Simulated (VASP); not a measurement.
# BaTiO3 (Amm2) in VASP: single point with r2SCAN+U

Aim: the single point of BaTiO3 with r2SCAN+U.

All numbers are computed with VASP 6.6.1; they aren't measurements. Logs are shortened: lines on timing, memory, paths and dates and some standing lists are left out, and cuts for length are marked.

**1. The cell of the first run**

The structure is orthorhombic, space group Amm2 (No. 38). Conventional cell: a = 4.235 Å, b = 5.590 Å, c = 5.593 Å, α = 90.00°, β = 90.00°, γ = 90.00°. Within 3.7 Å of Ba (site symmetry mm2) lie 12 O at 2.78 to 2.91 Å and 8 Ti at 3.49 to 3.53 Å. Within 2.6 Å of Ti (site symmetry mm2) lie 6 O at 1.93 to 2.12 Å. Within 2.6 Å of O (site symmetry m) lie 2 Ti at 1.93 to 2.03 Å. Within 2.8 Å of O (site symmetry mm2) lie 2 Ti at 2.12 Å and 3 Ba at 2.78 to 2.80 Å.

**2. Single point, r2SCAN+U**

Input file POSCAR:

```
BaTiO3
1.0
    4.2349120613      0.0000000000      0.0000000000
    0.0000000000      5.5899477630      0.0000000000
    0.0000000000      0.0000000000      5.5925866012
Ba Ti O
2 2 6
Direct
    0.0000000000      0.5000000000      0.4985320857
    0.0000000000      0.0000000000     -0.0014679143
    0.5000000000      0.5000000000      0.0031103962
    0.5000000000      0.0000000000      0.5031103962
    0.5000000000      0.7491672221      0.2414009546
    0.5000000000      0.2508327779      0.2414009546
    0.0000000000      0.5000000000      0.9954556090
    0.5000000000      0.2491672221      0.7414009546
    0.5000000000      0.7508327779      0.7414009546
    0.0000000000      0.0000000000      0.4954556090
```

Input file INCAR.step1:

```
ALGO     = Normal         # electronic algorithm
EDIFF    = 1E-4           # SCF threshold, eV
ENCUT    = 520            # plane-wave cutoff, eV
GGA      = PE             # functional
ISMEAR   = 0              # smearing method
LASPH    = T              # aspherical terms in the spheres
LCHARG   = F              # write CHGCAR
LDAU     = T              # DFT+U
LDAUJ    = 0 0 0        
LDAUL    = -1 2 -1        # shell
LDAUTYPE = 2            
LDAUU    = 0 4 0          # U, eV
LMAXMIX  = 4              # l up to which the mixer works
LREAL    = F              # projectors in reciprocal space
LWAVE    = T              # write WAVECAR
NBANDS   = 51             # bands
NELM     = 150            # most SCF steps
PREC     = Accurate       # precision mode
SIGMA    = 0.02           # smearing width, eV
```

Input file INCAR.step2:

```
ALGO     = Normal         # electronic algorithm
EDIFF    = 1E-6           # SCF threshold, eV
ENCUT    = 520            # plane-wave cutoff, eV
ISIF     = 2              # what is computed and relaxed
ISMEAR   = 0              # smearing method
ISTART   = 1            
LASPH    = T              # aspherical terms in the spheres
LCHARG   = T              # write CHGCAR
LDAU     = T              # DFT+U
LDAUJ    = 0 0 0        
LDAUL    = -1 2 -1        # shell
LDAUPRINT= 1            
LDAUTYPE = 2            
LDAUU    = 0 4 0          # U, eV
LELF     = T              # ELF
LMAXMIX  = 4              # l up to which the mixer works
LMIXTAU  = T            
LREAL    = F              # projectors in reciprocal space
LVHAR    = T            
LWAVE    = F              # write WAVECAR
METAGGA  = R2SCAN         # meta-GGA
NBANDS   = 51             # bands
NELM     = 150            # most SCF steps
PREC     = Accurate       # precision mode
SIGMA    = 0.02           # smearing width, eV
```

Input file KPOINTS:

```
k-points
0
Gamma
  6 4 4
```

Potentials or basis: VASP PAW PBE potentials, release 64 (Ba_sv, Ti_sv, O).

Started as:

```
> cat potpaw_PBE.64/Ba_sv/POTCAR potpaw_PBE.64/Ti_sv/POTCAR potpaw_PBE.64/O/POTCAR > POTCAR
> cp INCAR.step1 INCAR
> mpirun -np 1 vasp_std > vasp.out
> cp INCAR.step2 INCAR
> mpirun -np 1 vasp_std > vasp.out
```

OUTCAR:

```text
EDIFF = 1E-6
   ENCUT = 520
   ISIF = 2
   ISMEAR = 0
   ISTART = 1
   LASPH = T
   LREAL = F
   METAGGA = R2SCAN
   NELM = 150
   PREC = Accurate

 ion  position               nearest neighbor table
   1  0.000  0.500  0.499-   7 2.78  10 2.80  10 2.80   7 2.81   9 2.88   8 2.88   8 2.88   9 2.88
                             5 2.91   6 2.91   5 2.91   6 2.91   3 3.49   3 3.49   4 3.51   4 3.51
   2  0.000  0.000  0.999-  10 2.78   7 2.80   7 2.80  10 2.81   5 2.88   6 2.88   5 2.88   6 2.88
                             9 2.91   8 2.91   8 2.91   9 2.91   4 3.49   4 3.49   3 3.51   3 3.51
   3  0.500  0.500  0.003-   5 1.93   6 1.93   8 2.03   9 2.03   7 2.12   7 2.12   1 3.49   1 3.49
                             2 3.51   2 3.51   2 3.51   2 3.51   1 3.53   1 3.53
   4  0.500  0.000  0.503-   8 1.93   9 1.93   5 2.03   6 2.03  10 2.12  10 2.12   2 3.49   2 3.49
                             1 3.51   1 3.51   1 3.51   1 3.51   2 3.53   2 3.53
   5  0.500  0.749  0.241-   3 1.93   4 2.03   2 2.88   2 2.88   1 2.91   1 2.91
   6  0.500  0.251  0.241-   3 1.93   4 2.03   2 2.88   2 2.88   1 2.91   1 2.91
   7  0.000  0.500  0.995-   3 2.12   3 2.12   1 2.78   2 2.80   2 2.80   1 2.81
   8  0.500  0.249  0.741-   4 1.93   3 2.03   1 2.88   1 2.88   2 2.91   2 2.91
   9  0.500  0.751  0.741-   4 1.93   3 2.03   1 2.88   1 2.88   2 2.91   2 2.91
  10  0.000  0.000  0.495-   4 2.12   4 2.12   2 2.78   1 2.80   1 2.80   2 2.81

  LATTYP: Found a simple orthorhombic cell.
 ALAT       =     4.2349120613
 B/A-ratio  =     1.3199678487
 C/A-ratio  =     1.3205909639

  Lattice vectors:

 A1 = (   4.2349120613,   0.0000000000,   0.0000000000)
 A2 = (   0.0000000000,   5.5899477630,   0.0000000000)
 A3 = (   0.0000000000,   0.0000000000,   5.5925866012)

Analysis of symmetry for initial positions (statically):
=====================================================================
 Subroutine PRICEL returns following result:

  LATTYP: Found a base centered orthorhombic cell.
 ALAT       =     5.5899477630
 B/A-ratio  =     1.0004720685
 C/A-ratio  =     0.7575942103

  Lattice vectors:

 A1 = (   0.0000000000,   2.7949738815,  -2.7962933006)
 A2 = (   0.0000000000,   2.7949738815,   2.7962933006)
 A3 = (   4.2349120613,   0.0000000000,   0.0000000000)

   2 primitive cells build up your supercell.

 Routine SETGRP: Setting up the symmetry group for a
 simple orthorhombic supercell.

 Subroutine GETGRP returns: Found  4 space group operations
 (whereof  4 operations were pure point group operations)
 out of a pool of  8 trial point group operations.

The static configuration has the point symmetry C_2v.

Analysis of symmetry for dynamics (positions and initial velocities):
=====================================================================
 Subroutine PRICEL returns following result:

  LATTYP: Found a base centered orthorhombic cell.
 ALAT       =     5.5899477630
 B/A-ratio  =     1.0004720685
 C/A-ratio  =     0.7575942103

  Lattice vectors:

 A1 = (   0.0000000000,   2.7949738815,  -2.7962933006)
 A2 = (   0.0000000000,   2.7949738815,   2.7962933006)
 A3 = (   4.2349120613,   0.0000000000,   0.0000000000)

   2 primitive cells build up your supercell.

 Routine SETGRP: Setting up the symmetry group for a
 simple orthorhombic supercell.

[... 134 lines left out ...]
   LORBIT       =      0    0 simple, 1 ext, 2 COOP (PROOUT), +10 PAW based schemes
 LDA+U is selected, type is set to LDAUTYPE =  2
   angular momentum for each species LDAUL =    -1    2   -1
   U (eV)           for each species LDAUU =   0.0  4.0  0.0
   J (eV)           for each species LDAUJ =   0.0  0.0  0.0
   METAGGA = R2SCAN    functional components
   LHFCALC =     F    Hartree Fock is set to
   AEXX    =    0.0000 exact exchange contribution
   IVDW    =     0    specifies the selected vdW correction
   LEPSILON=     F    determine dielectric tensor
   LRPA    =     F    only Hartree local field effects (RPA)
 non-spin polarized calculation
 Gauss-broadening in eV      SIGMA  =   0.02
  energy-cutoff  :      520.00
  volume of cell :      132.39
 maximum number of plane-waves:      3604
 NGX is ok and might be reduce to    32
   NGX = 15   NGY = 21   NGZ = 21

atom =   3  type =  2  l = 2

 onsite density matrix

spin component  1

  0.0918 -0.0000 -0.0000 -0.0000  0.0000
 -0.0000  0.2503 -0.0000 -0.0000 -0.0000
 -0.0000 -0.0000  0.1298  0.0000 -0.0456
 -0.0000 -0.0000  0.0000  0.0911 -0.0000
  0.0000 -0.0000 -0.0456 -0.0000  0.1852

spin component  2

  0.0918 -0.0000 -0.0000 -0.0000  0.0000
 -0.0000  0.2503 -0.0000 -0.0000 -0.0000
 -0.0000 -0.0000  0.1298  0.0000 -0.0456
 -0.0000 -0.0000  0.0000  0.0911 -0.0000
  0.0000 -0.0000 -0.0456 -0.0000  0.1852

 occupancies and eigenvectors

  o =  0.0911  v =  0.0000  0.0000 -0.0000 -1.0000 -0.0000  0.0000  0.0000  0.0000  0.0000  0.0000      0.0000  0.0000  0.0000  0.0000  0.0000  0.0000  0.0000  0.0000  0.0000  0.0000
  o =  0.0911  v =  0.0000  0.0000  0.0000  0.0000  0.0000  0.0000  0.0000 -0.0000 -1.0000 -0.0000      0.0000  0.0000  0.0000  0.0000  0.0000  0.0000  0.0000  0.0000  0.0000  0.0000
  o =  0.0918  v =  1.0000  0.0000  0.0000  0.0000  0.0000  0.0000  0.0000  0.0000  0.0000  0.0000      0.0000  0.0000  0.0000  0.0000  0.0000  0.0000  0.0000  0.0000  0.0000  0.0000
  o =  0.0918  v =  0.0000  0.0000  0.0000  0.0000  0.0000  1.0000  0.0000  0.0000  0.0000  0.0000      0.0000  0.0000  0.0000  0.0000  0.0000  0.0000  0.0000  0.0000  0.0000  0.0000
  o =  0.1041  v =  0.0000  0.0000 -0.8717  0.0000 -0.4900  0.0000  0.0000  0.0000  0.0000  0.0000      0.0000  0.0000  0.0000  0.0000  0.0000  0.0000  0.0000  0.0000  0.0000  0.0000
  o =  0.1041  v =  0.0000  0.0000  0.0000  0.0000  0.0000  0.0000  0.0000 -0.8717  0.0000 -0.4900      0.0000  0.0000  0.0000  0.0000  0.0000  0.0000  0.0000  0.0000  0.0000  0.0000
  o =  0.2108  v =  0.0000  0.0000  0.0000  0.0000  0.0000  0.0000  0.0000  0.4900  0.0000 -0.8717      0.0000  0.0000  0.0000  0.0000  0.0000  0.0000  0.0000  0.0000  0.0000  0.0000
  o =  0.2108  v =  0.0000  0.0000  0.4900  0.0000 -0.8717  0.0000  0.0000  0.0000  0.0000  0.0000      0.0000  0.0000  0.0000  0.0000  0.0000  0.0000  0.0000  0.0000  0.0000  0.0000
  o =  0.2503  v =  0.0000  0.0000  0.0000  0.0000  0.0000  0.0000  1.0000 -0.0000  0.0000  0.0000      0.0000  0.0000  0.0000  0.0000  0.0000  0.0000  0.0000  0.0000  0.0000  0.0000
  o =  0.2503  v =  0.0000  1.0000 -0.0000  0.0000  0.0000  0.0000  0.0000  0.0000  0.0000  0.0000      0.0000  0.0000  0.0000  0.0000  0.0000  0.0000  0.0000  0.0000  0.0000  0.0000

atom =   4  type =  2  l = 2

 onsite density matrix

spin component  1

  0.0918 -0.0000  0.0000 -0.0000  0.0000
 -0.0000  0.2503 -0.0000 -0.0000 -0.0000
  0.0000 -0.0000  0.1298  0.0000 -0.0456
 -0.0000 -0.0000  0.0000  0.0911 -0.0000
  0.0000 -0.0000 -0.0456 -0.0000  0.1852

spin component  2

  0.0918 -0.0000  0.0000 -0.0000  0.0000
 -0.0000  0.2503 -0.0000 -0.0000 -0.0000
  0.0000 -0.0000  0.1298  0.0000 -0.0456
 -0.0000 -0.0000  0.0000  0.0911 -0.0000
  0.0000 -0.0000 -0.0456 -0.0000  0.1852

 occupancies and eigenvectors

  o =  0.0911  v =  0.0000 -0.0000 -0.0000 -1.0000  0.0000  0.0000  0.0000  0.0000  0.0000  0.0000      0.0000  0.0000  0.0000  0.0000  0.0000  0.0000  0.0000  0.0000  0.0000  0.0000
  o =  0.0911  v =  0.0000  0.0000  0.0000  0.0000  0.0000  0.0000 -0.0000 -0.0000 -1.0000  0.0000      0.0000  0.0000  0.0000  0.0000  0.0000  0.0000  0.0000  0.0000  0.0000  0.0000
  o =  0.0918  v =  1.0000  0.0000  0.0000  0.0000  0.0000  0.0000  0.0000  0.0000  0.0000  0.0000      0.0000  0.0000  0.0000  0.0000  0.0000  0.0000  0.0000  0.0000  0.0000  0.0000
  o =  0.0918  v =  0.0000  0.0000  0.0000  0.0000  0.0000  1.0000  0.0000  0.0000  0.0000  0.0000      0.0000  0.0000  0.0000  0.0000  0.0000  0.0000  0.0000  0.0000  0.0000  0.0000
  o =  0.1041  v =  0.0000  0.0000  0.0000  0.0000  0.0000  0.0000  0.0000  0.8717  0.0000  0.4900      0.0000  0.0000  0.0000  0.0000  0.0000  0.0000  0.0000  0.0000  0.0000  0.0000
  o =  0.1041  v =  0.0000  0.0000  0.8717  0.0000  0.4900  0.0000  0.0000  0.0000  0.0000  0.0000      0.0000  0.0000  0.0000  0.0000  0.0000  0.0000  0.0000  0.0000  0.0000  0.0000
  o =  0.2108  v =  0.0000  0.0000 -0.4900  0.0000  0.8717  0.0000  0.0000  0.0000  0.0000  0.0000      0.0000  0.0000  0.0000  0.0000  0.0000  0.0000  0.0000  0.0000  0.0000  0.0000
  o =  0.2108  v =  0.0000  0.0000  0.0000  0.0000  0.0000  0.0000  0.0000 -0.4900  0.0000  0.8717      0.0000  0.0000  0.0000  0.0000  0.0000  0.0000  0.0000  0.0000  0.0000  0.0000
  o =  0.2503  v =  0.0000  0.0000  0.0000  0.0000  0.0000  0.0000  1.0000 -0.0000 -0.0000 -0.0000      0.0000  0.0000  0.0000  0.0000  0.0000  0.0000  0.0000  0.0000  0.0000  0.0000
  o =  0.2503  v =  0.0000  1.0000 -0.0000 -0.0000 -0.0000  0.0000  0.0000  0.0000  0.0000  0.0000      0.0000  0.0000  0.0000  0.0000  0.0000  0.0000  0.0000  0.0000  0.0000  0.0000

 number of electron      79.9999971 magnetization

 Free energy of the ion-electron system (eV)
  ---------------------------------------------------
  ext. energy  EPLUGINS =         0.00000000
  ---------------------------------------------------
  free energy    TOTEN  =      -143.08970506 eV

  energy without entropy =     -143.08970506  energy(sigma->0) =     -143.08970506

 E-fermi :   3.5906     XC(G=0): -11.7407

 val. band max:        3.4974301277   @ k =   0.5000   0.0000   0.0000
 cond. band min:       6.0217290132   @ k =   0.0000   0.0000   0.0000
 fundamental gap:      2.5242988855
 Fermi energy:         3.5905549841

 k-point     1 :       0.0000    0.0000    0.0000
  band No.  band energies     occupation
      1     -56.6389      2.00000
      2     -56.6364      2.00000
      3     -31.7915      2.00000
      4     -31.7908      2.00000
      5     -31.7375      2.00000
      6     -31.7367      2.00000
[... 1285 lines left out ...]
     50      10.6957      0.00000
     51      11.6332      0.00000

 [... further k-points ...]
[... 5 lines left out ...]
  --------------------------------------------------------------------------------------
  -------------------------------------------------------------------------------------
  Total       -7.3624555      3.3271514      3.2623205      0.0000000      0.0000000      0.0000000
  in kB      -89.0980910     40.2641266     39.4795631      0.0000000      0.0000000      0.0000000
  external PRESSURE =      -3.1181338 kB  Pullay stress =       0.0000000 kB

 VOLUME and BASIS-vectors are now :
 -----------------------------------------------------------------------------
  energy-cutoff  :      520.00
  volume of cell :      132.39
      direct lattice vectors                 reciprocal lattice vectors
     4.234912061  0.000000000  0.000000000     0.236132412  0.000000000  0.000000000
     0.000000000  5.589947763  0.000000000     0.000000000  0.178892548  0.000000000
     0.000000000  0.000000000  5.592586601     0.000000000  0.000000000  0.178808139

 POSITION                                       TOTAL-FORCE (eV/Angst)
 -----------------------------------------------------------------------------------
      0.00000      2.79497      2.78808        -0.000000      0.000000     -0.007451
      0.00000      0.00000      5.58438        -0.000000      0.000000     -0.007451
      2.11746      2.79497      0.01740        -0.000000      0.000000     -0.317734
      2.11746      0.00000      2.81369        -0.000000      0.000000     -0.317734
      2.11746      4.18781      1.35006         0.000000      0.153584      0.160911
      2.11746      1.40214      1.35006        -0.000000     -0.153584      0.160911
      0.00000      2.79497      5.56717        -0.000000      0.000000      0.003363
      2.11746      1.39283      4.14635         0.000000      0.153584      0.160911
      2.11746      4.19712      4.14635        -0.000000     -0.153584      0.160911
      0.00000      0.00000      2.77088        -0.000000      0.000000      0.003363
 -----------------------------------------------------------------------------------
    total drift:                                0.000000     -0.000000     -0.029412

  FREE ENERGIE OF THE ION-ELECTRON SYSTEM (eV)
  ---------------------------------------------------
  free  energy   TOTEN  =      -143.0897050618 eV

  energy  without entropy=     -143.0897050618  energy(sigma->0) =     -143.08970506
```

Run time: 9.8 min. Hardware: 1 thread of Intel Xeon Platinum 8488C (Sapphire Rapids), shared host; peak memory 0.37 GiB.

What came out:

| Property | Result |
| --- | --- |
| Free energy | -143.0897 eV |
| Pressure | -0.3 GPa |
| Largest force | 0.318 eV/Å |
| Band gap on the k mesh | 2.52 eV |

Forces in eV/Å, atoms in the order of the input:
```
Ba   0.000  0.000 -0.007
Ba   0.000  0.000 -0.007
Ti   0.000  0.000 -0.318
Ti   0.000  0.000 -0.318
O    0.000  0.154  0.161
O    0.000 -0.154  0.161
O    0.000  0.000  0.003
O    0.000  0.154  0.161
O    0.000 -0.154  0.161
O    0.000  0.000  0.003
```

Stress tensor (GPa, compression positive):
```
-8.91  0.00  0.00
 0.00  4.03  0.00
 0.00  0.00  3.95
```

Levels at points of the mesh, in eV from the valence-band top:
```csv
k point,band 37,band 38,band 39,band 40,band 41,band 42,band 43,band 44
"(0.00, 0.00, 0.00)",-0.36,-0.30,-0.28,-0.05,2.52,2.53,2.68,3.79
"(0.50, 0.00, 0.00)",-0.88,-0.07,-0.07,0.00,2.79,3.79,3.80,4.21
"(0.00, 0.50, 0.00)",-0.87,-0.87,-0.52,-0.52,3.45,3.45,3.59,3.59
"(0.50, 0.50, 0.00)",-0.83,-0.83,-0.40,-0.40,4.05,4.05,4.14,4.14
"(0.00, 0.00, 0.50)",-0.87,-0.87,-0.52,-0.52,3.46,3.46,3.59,3.59
"(0.50, 0.00, 0.50)",-0.83,-0.83,-0.40,-0.40,4.07,4.07,4.15,4.15
"(0.00, 0.50, 0.50)",-0.96,-0.96,-0.84,-0.84,2.72,2.72,3.88,3.88
"(0.50, 0.50, 0.50)",-1.20,-1.20,-0.28,-0.28,3.82,3.82,4.34,4.34
```

Eigenvalues of the final occupation matrices:
| site | spin | trace | eigenvalues |
| --- | --- | --- | --- |
| site 3 d | 1 | 0.75 | 0.09 0.09 0.10 0.21 0.25 |
| site 3 d | 2 | 0.75 | 0.09 0.09 0.10 0.21 0.25 |
| site 4 d | 1 | 0.75 | 0.09 0.09 0.10 0.21 0.25 |
| site 4 d | 2 | 0.75 | 0.09 0.09 0.10 0.21 0.25 |

Caveat: the PAW data sets were made with another functional, which shifts forces and pressure a little; spin-orbit coupling is left out, which moves the levels of the heavy elements. A k mesh can miss the band edges.
